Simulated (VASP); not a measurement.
A run of VASP 6.6.1:

Contents of POSCAR:

```
Cu
1.0
    0.0000000000      1.7711031909      1.7711031909
    1.7711031909      0.0000000000      1.7711031909
    1.7711031909      1.7711031909      0.0000000000
Cu
1
Direct
    0.0000000000      0.0000000000      0.0000000000
```

Contents of INCAR.step1:

```
SYSTEM = Cu
PREC = Accurate
ENCUT = 660
ISMEAR = -1
SIGMA = 0.05
LREAL = .FALSE.
LASPH = .TRUE.
NELM = 120
NBANDS = 12
GGA = PE
ALGO = Normal
EDIFF = 1E-5
LWAVE = .TRUE.
LCHARG = .FALSE.
GGA_COMPAT = .FALSE.
```

INCAR.step2

```
SYSTEM = Cu
PREC = Accurate
ENCUT = 660
EDIFF = 1E-6
ISMEAR = -1
SIGMA = 0.05
LREAL = .FALSE.
LASPH = .TRUE.
NELM = 120
ALGO = Normal
ISIF = 2
LWAVE = .FALSE.
LCHARG = .FALSE.
METAGGA = R2SCAN
LMIXTAU = .TRUE.
NBANDS = 12
ISTART = 1
GGA_COMPAT = .FALSE.
```

Contents of KPOINTS:

```
Automatic mesh
0
G
  13 13 13
  0 0 0
```

Potentials or basis: VASP PAW PBE potentials, release 64 (Cu).

Command:

```console
$ cat potpaw_PBE.64/Cu/POTCAR > POTCAR
$ cp INCAR.step1 INCAR
$ mpirun -np 1 vasp_std > vasp.out
$ cp INCAR.step2 INCAR
$ mpirun -np 1 vasp_std > vasp.out
```

Hardware: 1 thread of Intel Xeon 8259CL, with other jobs on the host.

**Question.** How long does it take, and how much memory?

**Answer.** Run time: 62 s on 1 thread of Intel Xeon 8259CL, on a shared host, peak memory 0.16 GiB. Counts: k points 84.
